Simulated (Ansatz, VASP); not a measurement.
One calculation of Y, two programs

File INCAR:

```
PREC = Accurate ; ENCUT = 520
EDIFF = 1E-7 ; ISMEAR = -1
SIGMA = 0.1 ; LREAL = False
LASPH = True ; NELM = 60
ALGO = Normal ; ISIF = 2
LWAVE = False ; LCHARG = False
NBANDS = 12
```

File KPOINTS:

```
Automatic mesh
0
Gamma
  13 13 13
```

Contents of POSCAR:

```
Y
1.0
   -1.9035477941      1.9035477941      1.9035477941
    1.9035477941     -1.9035477941      1.9035477941
    1.9035477941      1.9035477941     -1.9035477941
Y
1
Direct
    0.0000000000      0.0000000000      0.0000000000
```

Input for Ansatz:

```yaml
crystal:
  lattice:
    - [-1.9035477941, 1.9035477941, 1.9035477941]
    - [1.9035477941, -1.9035477941, 1.9035477941]
    - [1.9035477941, 1.9035477941, -1.9035477941]
  atoms:
    - { symbol: "Y", position: [0.0, 0.0, 0.0] }
hamiltonian:
  xc: lda
  pseudopotentials:
    kind: paw
    azcp:
      "Y": "pseudopotentials/Y.paw.azcp"
basis:
  ecutwfc: 420
  fft_grid_basis: typed
kpoints:
  mp_grid: { grid: [13, 13, 13], shift: [0, 0, 0] }
magnetization:
  spin_polarized: false
scf:
  occupations: { method: fermi_dirac, width: 0.1 }
  lower_state_search: "off"
output:
  stress: true
  write_density: true
  write_potential: true
  elf: true
  volumetric_format: npy
```

Alike in both runs: task single point; functional LDA; k mesh 13 × 13 × 13; occupations fermi-dirac, width 0.1 eV; no spin polarisation.

|  | VASP | Ansatz |
| --- | --- | --- |
| version | VASP 6.6.1 | Ansatz 0.2.0 |
| potentials or method | VASP PAW LDA potentials, release 64 (Y_sv), cutoff 520 eV | plane waves (420 eV) with PAW, scalar-relativistic |
| valence electrons in the cell | 11 | 11 |

VASP gave:

* pressure (GPa): 3.9

Question: What did Ansatz give for the same quantities?

Answer: Pressure (GPa): 4.1.

Ansatz warns that its potentials were made for another functional, while VASP's fit it. LDA's correlation is that of Perdew and Zunger in VASP and of Perdew and Wang (1992) in Ansatz.
